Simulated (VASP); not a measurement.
# AlN (Fm-3m) in VASP: notebook

The runs below take AlN through relaxation of cell and atoms, with B3LYP, HSE06.

All numbers are computed with VASP 6.6.1; they aren't measurements. Logs are shortened: lines on timing, memory, paths and dates and some standing lists are left out, and cuts for length are marked.

**1. The cell of the first run**

The structure is cubic, space group Fm-3m (No. 225). Conventional cell: a = 4.069 Å, b = 4.069 Å, c = 4.069 Å, α = 90.00°, β = 90.00°, γ = 90.00°. Within 2.7 Å of Al (site symmetry m-3m) lie 6 N at 2.03 Å. N (site symmetry m-3m) has 6 Al at 2.03 Å within 2.7 Å.

**2. Relaxation of cell and atoms, B3LYP**

POSCAR reads:

```
AlN
1.0
    0.0000000000      2.0345180000      2.0345180000
    2.0345180000      0.0000000000      2.0345180000
    2.0345180000      2.0345180000      0.0000000000
Al N
1 1
Direct
    0.5000000000      0.5000000000      0.5000000000
    0.0000000000      0.0000000000      0.0000000000
```

INCAR.step1 reads:

```
SYSTEM = AlN
ALGO     = Normal         ! electronic algorithm
EDIFF    = 1E-5           ! SCF threshold, eV
ENCUT    = 600            ! plane-wave cutoff, eV
GGA      = PE             ! functional
ISMEAR   = -1             ! smearing method
LASPH    = .TRUE.         ! aspherical terms in the spheres
LCHARG   = .FALSE.        ! write CHGCAR
LREAL    = .FALSE.        ! projectors in reciprocal space
LWAVE    = .TRUE.         ! write WAVECAR
NBANDS   = 11             ! bands
NELM     = 100            ! most SCF steps
PREC     = Accurate       ! precision mode
SIGMA    = 0.05           ! smearing width, eV
```

INCAR.step2 reads:

```
SYSTEM = AlN
AEXX     = 0.2            ! exact-exchange fraction
AGGAC    = 0.81         
AGGAX    = 0.72         
ALDAC    = 0.19         
ALGO     = Normal         ! electronic algorithm
EDIFF    = 1E-6           ! SCF threshold, eV
EDIFFG   = -0.01          ! ionic threshold
ENCUT    = 600            ! plane-wave cutoff, eV
GGA      = B3             ! functional
IBRION   = 2              ! ionic algorithm
ISIF     = 3              ! what is computed and relaxed
ISMEAR   = -1             ! smearing method
ISTART   = 1            
LASPH    = .TRUE.         ! aspherical terms in the spheres
LCHARG   = .FALSE.        ! write CHGCAR
LHFCALC  = .TRUE.         ! exact exchange
LREAL    = .FALSE.        ! projectors in reciprocal space
LWAVE    = .FALSE.        ! write WAVECAR
NELM     = 100            ! most SCF steps
NSW      = 60             ! ionic steps
PREC     = Accurate       ! precision mode
PRECFOCK = Normal       
SIGMA    = 0.05           ! smearing width, eV
```

KPOINTS reads:

```
k-points
0
G
  6 6 6
  0 0 0
```

Potentials or basis: VASP PAW PBE potentials, release 64 (Al, N).

The run is started by

```
$ cat potpaw_PBE.64/Al/POTCAR potpaw_PBE.64/N/POTCAR > POTCAR
$ cp INCAR.step1 INCAR
$ mpirun -np 1 vasp_std > vasp.out
$ cp INCAR.step2 INCAR
$ mpirun -np 1 vasp_std > vasp.out
```

OUTCAR:

```text
SYSTEM = AlN
   AEXX = 0.2
   EDIFF = 1E-6
   EDIFFG = -0.01
   ENCUT = 600
   GGA = B3
   IBRION = 2
   ISIF = 3
   ISMEAR = -1
   ISTART = 1
   LASPH = .TRUE.
   LHFCALC = .TRUE.
   LREAL = .FALSE.
   NELM = 100
   NSW = 60
   PREC = Accurate
   PRECFOCK = Normal

 ion  position               nearest neighbor table
   1  0.500  0.500  0.500-   2 2.03   2 2.03   2 2.03   2 2.03   2 2.03   2 2.03
   2  0.000  0.000  0.000-   1 2.03   1 2.03   1 2.03   1 2.03   1 2.03   1 2.03

  LATTYP: Found a face centered cubic cell.
 ALAT       =     4.0690360000

  Lattice vectors:

 A1 = (   0.0000000000,   2.0345180000,   2.0345180000)
 A2 = (   2.0345180000,   0.0000000000,   2.0345180000)
 A3 = (   2.0345180000,   2.0345180000,   0.0000000000)

Analysis of symmetry for initial positions (statically):
=====================================================================
 Subroutine PRICEL returns:
 Original cell was already a primitive cell.

 Routine SETGRP: Setting up the symmetry group for a
 face centered cubic supercell.

 Subroutine GETGRP returns: Found 48 space group operations
 (whereof 48 operations were pure point group operations)
 out of a pool of 48 trial point group operations.

The static configuration has the point symmetry O_h .

Analysis of symmetry for dynamics (positions and initial velocities):
=====================================================================
 Subroutine PRICEL returns:
 Original cell was already a primitive cell.

 Routine SETGRP: Setting up the symmetry group for a
 face centered cubic supercell.

 Subroutine GETGRP returns: Found 48 space group operations
 (whereof 48 operations were pure point group operations)
 out of a pool of 48 trial point group operations.

The dynamic configuration has the point symmetry O_h .

 Subroutine INISYM returns: Found 48 space group operations
 (whereof 48 operations are pure point group operations),
 and found     1 'primitive' translations

----------------------------------------------------------------------------------------

                                     Primitive cell

  volume of cell :      16.8428

  direct lattice vectors                    reciprocal lattice vectors
     0.000000000  2.034518000  2.034518000    -0.245758455  0.245758455  0.245758455
     2.034518000  0.000000000  2.034518000     0.245758455 -0.245758455  0.245758455
     2.034518000  2.034518000  0.000000000     0.245758455  0.245758455 -0.245758455

  length of vectors
     2.877242948  2.877242948  2.877242948     0.425666130  0.425666130  0.425666130

  position of ions in fractional coordinates (direct lattice)
     0.500000000  0.500000000  0.500000000
     0.000000000  0.000000000  0.000000000

  ion indices of the primitive-cell ions
   primitive index   ion index
                 1           1
                 2           2

----------------------------------------------------------------------------------------

 KPOINTS: k-points

Automatic generation of k-mesh.
 Grid dimensions read from file:
 generate k-points for:    6    6    6

 Generating k-lattice:

  Cartesian coordinates                     Fractional coordinates (reciprocal lattice)
    -0.040959742  0.040959742  0.040959742     0.166666667  0.000000000  0.000000000
     0.040959742 -0.040959742  0.040959742     0.000000000  0.166666667  0.000000000
     0.040959742  0.040959742 -0.040959742     0.000000000  0.000000000  0.166666667

  Length of vectors
     0.070944355  0.070944355  0.070944355

  Shift w.r.t. Gamma in fractional coordinates (k-lattice)
     0.000000000  0.000000000  0.000000000

 Subroutine IBZKPT returns following result:
 ===========================================

 Found     16 irreducible k-points:

 Following reciprocal coordinates:
            Coordinates               Weight
  0.000000  0.000000  0.000000      1.000000
  0.166667  0.000000  0.000000      8.000000
  0.333333  0.000000  0.000000      8.000000
  0.500000  0.000000  0.000000      4.000000
  0.166667  0.166667  0.000000      6.000000
  0.333333  0.166667  0.000000     24.000000
[... 8 lines left out ...]
 -0.333333  0.333333  0.166667     24.000000
 -0.333333  0.500000  0.166667     12.000000
   k-points           NKPTS =     16   k-points in BZ     NKDIM =    216   number of bands    NBANDS=      8
   number of dos      NEDOS =    301   number of ions     NIONS =      2
   total plane-waves  NPLWV =  13824
   dimension x,y,z NGX =    24 NGY =   24 NGZ =   24
   dimension x,y,z NGXF=    48 NGYF=   48 NGZF=   48
   ions per type =               1   1
   NGX,Y,Z   is equivalent  to a cutoff of  13.87, 13.87, 13.87 a.u.
   NGXF,Y,Z  is equivalent  to a cutoff of  27.73, 27.73, 27.73 a.u.
 SYSTEM =  AlN
   PREC   = accura    normal or accurate (medium, high low for compatibility)
   ISTART =      1    job   : 0-new  1-cont  2-samecut
   ICHARG =      0    charge: 1-file 2-atom 10-const
   ISPIN  =      1    spin polarized calculation?
   LNONCOLLINEAR =      F non collinear calculations
   LSORBIT =      F    spin-orbit coupling
   LASPH  =      T    aspherical Exc in radial PAW
   ENCUT  =  600.0 eV  44.10 Ry    6.64 a.u.   5.75  5.75  5.75*2*pi/ulx,y,z
   NELM   =    100;   NELMIN=  2; NELMDL=  0     # of ELM steps
   EDIFF  = 0.1E-05   stopping-criterion for ELM
   LREAL  =      F    real-space projection
   EDIFFG = -.1E-01   stopping-criterion for IOM
   NSW    =     60    number of steps for IOM
   IBRION =      2    ionic relax: 0-MD 1-quasi-New 2-CG
   NFREE  =      1    steps in history (QN), initial steepest desc. (CG)
   ISIF   =      3    stress and relaxation
   ISYM   =      3    0-nonsym 1-usesym 2-fastsym
   POTIM  = 0.5000    time-step for ionic-motion
   TEBEG  =    0.0;   TEEND  =   0.0 temperature during run
   PSTRESS=    0.0 pullay stress
   NELECT =       8.0000    total number of electrons
   NUPDOWN=      -1.0000    fix difference up-down
   EMIN   =  10.00;   EMAX   =-10.00  energy-range for DOS
   EFERMI =   0.00;   METHOD = LEGACY
   ISMEAR =    -1;   SIGMA  =   0.05  broadening in eV -4-tet -1-fermi 0-gaus
   EFERMI_NEDOS =   21; number of points for ismear=-14 and -15
   IALGO  =     38    algorithm
   IMIX   =      1    mixing-type and parameters
     AMIX     =   0.40;   BMIX     =  1.00
     AMIX_MAG =   1.60;   BMIX_MAG =  1.00
  volume/ion in A,a.u.               =       8.42        56.83
  Fermi-wavevector in a.u.,A,eV,Ry     =   1.277321  2.413786 22.198561  1.631548
  Thomas-Fermi vector in A             =   2.409927
   LORBIT       =      0    0 simple, 1 ext, 2 COOP (PROOUT), +10 PAW based schemes
   GGA     = B3    functional components
   LHFCALC =     T    Hartree Fock is set to
   PRECFOCK=normal    Normal, Fast or Accurate (Low or Medium for compatibility)
   ENCUT4O =  -1.0   cutoff for four orbital integrals eV
   NKREDX  =     1    reduce k-point grid by
   NKREDY  =     1    reduce k-point grid by
   NKREDZ  =     1    reduce k-point grid by
   AEXX    =    0.2000 exact exchange contribution
   HFSCREEN=    0.0000 screening length (either q_TF or 0.3 A-1)
   HFSCREENC=   0.0000 screening length for correlation (either q_TF or 0.3 A-1)
   ENCUTFOCK=  -1.0 apply spherical cutoff to Coloumb kernel
   IVDW    =     0    specifies the selected vdW correction
   LEPSILON=     F    determine dielectric tensor
   LRPA    =     F    only Hartree local field effects (RPA)
 conjugate gradient relaxation of ions
 non-spin polarized calculation
  energy-cutoff  :      600.00
  volume of cell :       16.84
 maximum number of plane-waves:       588
  NGX = 18; NGY = 18; NGZ = 18

--------------------------------------- Ionic step        1  -------------------------------------------

 number of electron       7.9999999 magnetization

 Free energy of the ion-electron system (eV)
  ---------------------------------------------------
  ext. energy  EPLUGINS =         0.00000000
  ---------------------------------------------------
  free energy    TOTEN  =       -16.34316399 eV

  energy without entropy =      -16.34316399  energy(sigma->0) =      -16.34316399

 E-fermi :   9.9105     XC(G=0):  -9.6721

 val. band max:        8.9007333874   @ k =   0.0000   0.0000   0.0000
 cond. band min:      15.1404673393   @ k =   0.5000   0.5000   0.0000
 fundamental gap:      6.2397339520
 Fermi energy:         9.9104569471

 k-point     1 :       0.0000    0.0000    0.0000
  band No.  band energies     occupation
      1      -9.6548      2.00000
      2       8.9007      2.00000
      3       8.9007      2.00000
      4       8.9007      2.00000
      5      16.3867      0.00000
      6      23.2460      0.00000
      7      23.2460      0.00000
      8      23.2460      0.00000

 k-point     2 :       0.1667    0.0000    0.0000
  band No.  band energies     occupation
      1      -9.0756      2.00000
      2       6.4433      2.00000
      3       8.5944      2.00000
      4       8.5944      2.00000
      5      17.6248      0.00000
      6      21.8410      0.00000
      7      23.7341      0.00000
      8      23.7341      0.00000
[... 210 lines left out ...]
 POSITION                                       TOTAL-FORCE (eV/Angst)
 -----------------------------------------------------------------------------------
      2.02083      2.02083      2.02083         0.000000      0.000000      0.000000
      2.02083      2.02083     -0.00000        -0.000000     -0.000000     -0.000000
 -----------------------------------------------------------------------------------
    total drift:                                0.000000      0.000000      0.000000

  FREE ENERGIE OF THE ION-ELECTRON SYSTEM (eV)
  ---------------------------------------------------
  free  energy   TOTEN  =       -16.3431168687 eV

  energy  without entropy=      -16.3431168687  energy(sigma->0) =      -16.34311687

--------------------------------------- Ionic step        3  -------------------------------------------

 number of electron       7.9999999 magnetization

 Free energy of the ion-electron system (eV)
  ---------------------------------------------------
  ext. energy  EPLUGINS =         0.00000000
  ---------------------------------------------------
  free energy    TOTEN  =       -16.34457083 eV

  energy without entropy =      -16.34457083  energy(sigma->0) =      -16.34457083

 E-fermi :  10.0772     XC(G=0):  -9.7087

 val. band max:        9.0261282298   @ k =   0.0000   0.0000   0.0000
 cond. band min:      15.3716462888   @ k =   0.5000   0.5000   0.0000
 fundamental gap:      6.3455180590
 Fermi energy:        10.0771505536

 k-point     1 :       0.0000    0.0000    0.0000
  band No.  band energies     occupation
      1      -9.6206      2.00000
      2       9.0261      2.00000
      3       9.0261      2.00000
      4       9.0261      2.00000
      5      16.6680      0.00000
      6      23.4107      0.00000
      7      23.4107      0.00000
      8      23.4107      0.00000

 k-point     2 :       0.1667    0.0000    0.0000
  band No.  band energies     occupation
      1      -9.0357      2.00000
      2       6.5610      2.00000
      3       8.7143      2.00000
      4       8.7143      2.00000
      5      17.8848      0.00000
      6      22.0210      0.00000
      7      23.9198      0.00000
      8      23.9198      0.00000
[... 174 lines left out ...]
 POSITION                                       TOTAL-FORCE (eV/Angst)
 -----------------------------------------------------------------------------------
      2.02774      2.02774      2.02774         0.000000     -0.000000     -0.000000
      0.00000      0.00000      0.00000        -0.000000      0.000000      0.000000
 -----------------------------------------------------------------------------------
    total drift:                                0.000000     -0.000000      0.000000

  FREE ENERGIE OF THE ION-ELECTRON SYSTEM (eV)
  ---------------------------------------------------
  free  energy   TOTEN  =       -16.3445708322 eV

  energy  without entropy=      -16.3445708322  energy(sigma->0) =      -16.34457083

 reached required accuracy - stopping structural energy minimisation
```

It took 13 min on 1 thread of Oxide Virtual Turin-like, shared host; peak memory 0.11 GiB.

Results:

```
Free energy                            : -16.3446 eV
Relaxed volume                         : 8.34 Å³/atom
Relaxed cell                           : a = 2.868 Å, b = 2.868 Å, c = 2.868 Å, α = 60.00°, β = 60.00°, γ = 60.00°
Space group after relaxing (to 0.05 Å) : Fm-3m (No. 225)
Energy gained by relaxing              : 0.7 meV/atom
Ionic steps                            : 3
Pressure after relaxing                : 0.0 GPa
Band gap on the k mesh                 : 6.35 eV, indirect (least direct gap 7.64 eV)
```

Step by step:
| step | energy change (eV) | largest force (eV/Å) | pressure (GPa) | volume (Å³) |
| --- | --- | --- | --- | --- |
| 1 | 0.0000 | 0.0000 | -2.65 | 16.84 |
| 2 | 0.0000 | 0.0000 | 2.76 | 16.51 |
| 3 | -0.0014 | 0.0000 | 0.00 | 16.68 |

Final structure:
```
Al N
1.0
     0.00000    2.02774    2.02774
     2.02774    0.00000    2.02774
     2.02774    2.02774    0.00000
Al N
1 1
Direct
  0.50000 0.50000 0.50000
  0.00000 0.00000 0.00000
```

Caveat: the k points lie up to 0.45 Å⁻¹ apart in the final cell; the PAW data sets were made with another functional, which shifts forces and pressure a little.

(Part 1 of 2 ends here.)
